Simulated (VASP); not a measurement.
Crystal: CaC.

```
Ca C
1.0
     4.26804    0.00000    0.00000
    -2.13402    3.69623    0.00000
     0.00000    0.00000    3.98075
Ca C
2 2
Direct
  0.33333 0.66667 0.25000
  0.66667 0.33333 0.75000
  0.00000 0.00000 0.25000
  0.00000 0.00000 0.75000
```

- Program: VASP 6.6.1
- Task: relaxation of cell and atoms
- Functional: PBE
- Potentials or basis: VASP PAW PBE potentials, release 64 (Ca_sv, C)
- Cutoff: 600 eV
- k mesh: 12 × 12 × 12
- Occupations: gaussian, width 0.1 eV
- Spin: no spin polarisation

At the start: pressure -2.0 GPa; volume 15.70 Å³/atom.

**Question.** How do energy, volume and symmetry change on relaxing?

**Answer.** Over 6 steps the energy falls by 31.7 meV/atom and the volume is 14.93 Å³/atom (-4.9 %); space group P6_3/mmc (No. 194, to 0.05 Å).

The path:
| step | energy change (eV) | largest force (eV/Å) | pressure (GPa) | volume (Å³) |
| --- | --- | --- | --- | --- |
| 1 | 0.0000 | 0.0000 | -1.97 | 62.80 |
| 2 | -0.1128 | 0.0000 | -1.24 | 61.01 |
| 3 | -0.1254 | 0.0000 | -0.76 | 60.31 |
| 4 | -0.1256 | 0.0000 | -0.67 | 60.21 |
| 5 | -0.1267 | 0.0000 | 0.18 | 59.58 |
| 6 | -0.1268 | 0.0000 | 0.03 | 59.70 |

Final structure:
```xyz
4
Lattice="4.2998 0.0000 0.0000 -2.1499 3.7237 0.0000 0.0000 0.0000 3.7287" Properties=species:S:1:pos:R:3 pbc="T T T"
Ca    0.0000    2.4825    0.9322
Ca    2.1499    1.2412    2.7965
C     4.2998    0.0000    0.9322
C     0.0000    0.0000    2.7965
```
